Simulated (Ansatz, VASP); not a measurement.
## SnO2: VASP beside Ansatz

```
Sn O
1.0
     4.80035    0.00000    0.00000
     0.00000    4.80035    0.00000
     0.00000    0.00000    3.22843
Sn O
2 4
Direct
  0.50000 0.50000 0.50000
  0.00000 0.00000 0.00000
  0.80710 0.19290 0.50000
  0.69290 0.69290 0.00000
  0.19290 0.80710 0.50000
  0.30710 0.30710 0.00000
```

Alike in both runs: task single point; functional revPBE; k mesh 6 × 6 × 8; occupations gaussian, width 0.05 eV; no spin polarisation.

|  | VASP | Ansatz |
| --- | --- | --- |
| version | VASP 6.6.1 | Ansatz 0.2.0 |
| potentials or method | VASP PAW PBE potentials, release 64 (Sn_d, O) | Ansatz PAW |
| plane-wave cutoff (eV) | 520 | 420 |
| valence electrons in the cell | 52 | 52 |

VASP gave:

```
gap on the k mesh at the Fermi level (eV)                     : 0.89
least direct gap on the mesh (eV)                             : 0.89
pressure (GPa)                                                : 6.3
traceless stress, the component that is largest in VASP (GPa) : 0.54
rms of the force components (eV/Å)                            : 0.075
```

**Question.** What did Ansatz give for the same quantities?

**Answer.** gap on the k mesh at the Fermi level (eV): 0.90; least direct gap on the mesh (eV): 0.90; pressure (GPa): 5.6; traceless stress, the component that is largest in VASP (GPa): 0.34; rms of the force components (eV/Å): 0.067.

VASP's potentials were made for PBE, not for revPBE. Atom by atom the forces differ by 0.008 eV/Å (rms over components). The functional is the same, so the differences come from potentials, cutoffs and numerics.
